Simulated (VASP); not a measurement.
Wanted: the native input for a VASP 6.6.1 run.

| Property | Result |
| --- | --- |
| Task | single point |
| Functional | PBEsol |
| Potentials or basis | VASP PAW PBE potentials, release 64 (Bi_d, Te) |
| Cutoff | 520 eV |
| k mesh | 18 × 18 × 18 |
| Occupations | gaussian, width 0.15 eV |
| Spin | no spin polarisation |
| Dipole correction | no |
| Further INCAR settings | ALGO = Normal; EDIFF = 1e-06; NBANDS = 18 |

The structure of BiTe lies in POSCAR:

```
BiTe
1.0
    2.3992465521      1.3852056427      3.3229150656
   -2.3992465521      1.3852056427      3.3229150656
    0.0000000000     -2.7704112854      3.3229150656
Bi Te
1 1
Direct
    0.5000000000      0.5000000000      0.5000000000
    0.0000000000      0.0000000000      0.0000000000
```

This cell differs from its parent crystal: strain +0.0400 x Voigt [0, 0, 1, 0, 0, 0].

The input as run:

INCAR

```
ALGO = Normal
EDIFF = 1E-6
ENCUT = 520
GGA = PS
ISIF = 2
ISMEAR = 0
LASPH = True
LCHARG = False
LREAL = False
LWAVE = False
NBANDS = 18
NELM = 80
PREC = Accurate
SIGMA = 0.15
```

KPOINTS

```
k-points
0
Gamma
  18 18 18
```

Potentials or basis: VASP PAW PBE potentials, release 64 (Bi_d, Te).

The run is started by

```bash
$ cat potpaw_PBE.64/Bi_d/POTCAR potpaw_PBE.64/Te/POTCAR > POTCAR
$ mpirun -np 1 vasp_std > vasp.out
```

It gave:

```json
{"Pressure": "-1.6 GPa", "Band gap on the k mesh": "zero (an odd number of electrons rules out a gap without spin polarisation)"}
```

Caveat: the cell differs from its parent crystal (strain +0.0400 x Voigt [0, 0, 1, 0, 0, 0]); the PAW data sets were made with another functional, which shifts forces and pressure a little; spin-orbit coupling is left out, which moves the levels of the heavy elements; an odd number of electrons without spin polarisation forces a metal; a magnetic or distorted state may lie lower.

Run time: 5.9 min on 1 thread of Intel(R) Xeon(R) Platinum 8259CL CPU @ 2.50GHz (Skylake/Cascade Lake), on a shared host, peak memory 0.73 GiB.
